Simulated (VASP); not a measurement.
Cs, 2 atoms in the cell. The structure is tetragonal, space group I4_1/amd (No. 141). The conventional cell has a = 9.215 Å, b = 9.215 Å, c = 5.027 Å, α = 90.00°, β = 90.00°, γ = 90.00°. 

| Quantity | Value |
| --- | --- |
| Program | VASP 6.6.1 |
| Task | single point |
| Functional | PBE |
| Potentials or basis | VASP PAW PBE potentials, release 64 (Cs_sv) |
| Cutoff | 520 eV |
| k mesh | 9 × 9 × 9 |
| Occupations | fermi-dirac, width 0.05 eV |
| Spin | no spin polarisation |
| Dipole correction | no |
| Further INCAR settings | ALGO = Normal; EDIFF = 1e-06; NBANDS = 16 |

Potentials or basis: VASP PAW PBE potentials, release 64 (Cs_sv).

Launch:

```sh
$ cat potpaw_PBE.64/Cs_sv/POTCAR > POTCAR
$ mpirun -np 1 vasp_std > vasp.out
```

Hardware: 1 thread of Oxide Virtual Turin-like Processor, on a shared host.

Q: How long does it take, and how much memory?

A: It took 6.4 min on 1 thread of Oxide Virtual Turin-like Processor, on a shared host, peak memory 0.47 GiB. Counts: scf iterations 10, k points 75.
